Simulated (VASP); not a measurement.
Set up this calculation in VASP 6.6.1, as the native input.

- Task: single point
- Functional: PBEsol
- Potentials or basis: VASP PAW PBE potentials, release 64 (Mo_sv, S)
- Cutoff: 520 eV
- k mesh: 10 × 10 × 3
- Occupations: fermi-dirac, width 0.05 eV
- Spin: no spin polarisation
- Dipole correction: no
- Further INCAR settings: ALGO = Normal; EDIFF = 1e-06; NBANDS = 35

The structure of MoS2 lies in POSCAR:

```
MoS2
1.0
    3.1477309028      0.0000000000      0.0000000000
   -1.5738654514      2.7260149261      0.0000000000
    0.0000000000      0.0000000000     12.2412860984
Mo S
2 4
Direct
    0.6666666667      0.3333333333      0.7500000000
    0.3333333333      0.6666666667      0.2500000000
    0.6666666667      0.3333333333      0.3770000000
    0.3333333333      0.6666666667      0.8770000000
    0.6666666667      0.3333333333      0.1230000000
    0.3333333333      0.6666666667      0.6230000000
```

This cell differs from its parent crystal: volume scaled by 0.98.

These files were run (other wordings do the same):

INCAR

```
SYSTEM = MoS2
  PREC = Accurate
  ENCUT = 520
  EDIFF = 1E-6
  ISMEAR = -1
  SIGMA = 0.05
  LREAL = .False.
  LASPH = .True.
  NELM = 60
  ALGO = Normal
  ISIF = 2
  LWAVE = .False.
  LCHARG = .False.
  GGA = PS
  NBANDS = 35
```

KPOINTS

```
regular mesh
0
Gamma
  10 10 3
  0 0 0
```

Potentials or basis: VASP PAW PBE potentials, release 64 (Mo_sv, S).

The run is started by

```console
$ cat potpaw_PBE.64/Mo_sv/POTCAR potpaw_PBE.64/S/POTCAR > POTCAR
$ mpirun -np 1 vasp_std > vasp.out
```

Results of the run:

```json
{
 "Pressure": "0.1 GPa",
 "Largest force": "0.015 eV/Å",
 "Band gap on the k mesh": "0.88 eV, indirect (least direct gap 1.92 eV)"
}
```

Caveat: the PAW data sets were made with another functional, which shifts forces and pressure a little; this functional lacks dispersion, which binds the layers, so the pressure and a relaxed spacing across them are unreliable.

Run time: 95 s on 1 thread of Intel(R) Xeon(R) Platinum 8259CL CPU @ 2.50GHz (Skylake/Cascade Lake), with other jobs on the host, peak memory 0.26 GiB.
